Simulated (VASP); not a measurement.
The system is Na.

```
Na
1.0
    -2.14100    2.14100    2.14100
     2.14100   -2.14100    2.14100
     2.14100    2.14100   -2.14100
Na
1
Cartesian
  0.0000 0.0000 0.0000
```

```yaml
Program: VASP 6.6.1
Task: relaxation of cell and atoms
Functional: PBEsol
Potentials_or_basis: VASP PAW PBE potentials, release 64 (Na_pv)
Cutoff: 600 eV
k_mesh: 6 × 6 × 6
Occupations: methfessel-paxton, width 0.02 eV
Spin: no spin polarisation
```

At the start: pressure -0.5 GPa; volume 39.26 Å³/atom.

Q: How do energy, volume and symmetry change on relaxing?

A: Over 3 steps the energy falls by 3.8 meV/atom and the volume is 36.75 Å³/atom (-6.4 %); space group Im-3m (No. 229, to 0.05 Å).

Step by step:
| step | energy change (eV) | largest force (eV/Å) | pressure (GPa) | volume (Å³) |
| --- | --- | --- | --- | --- |
| 1 | 0.0000 | 0.0000 | -0.46 | 39.26 |
| 2 | -0.0016 | 0.0000 | -0.35 | 38.61 |
| 3 | -0.0038 | 0.0000 | -0.02 | 36.75 |

Final structure:
```
CELL_PARAMETERS angstrom
-2.09444 2.09444 2.09444
2.09444 -2.09444 2.09444
2.09444 2.09444 -2.09444
ATOMIC_POSITIONS crystal
Na 0.00000 0.00000 0.00000
```

Caveat: the PAW data sets were made with another functional, which shifts forces and pressure a little.
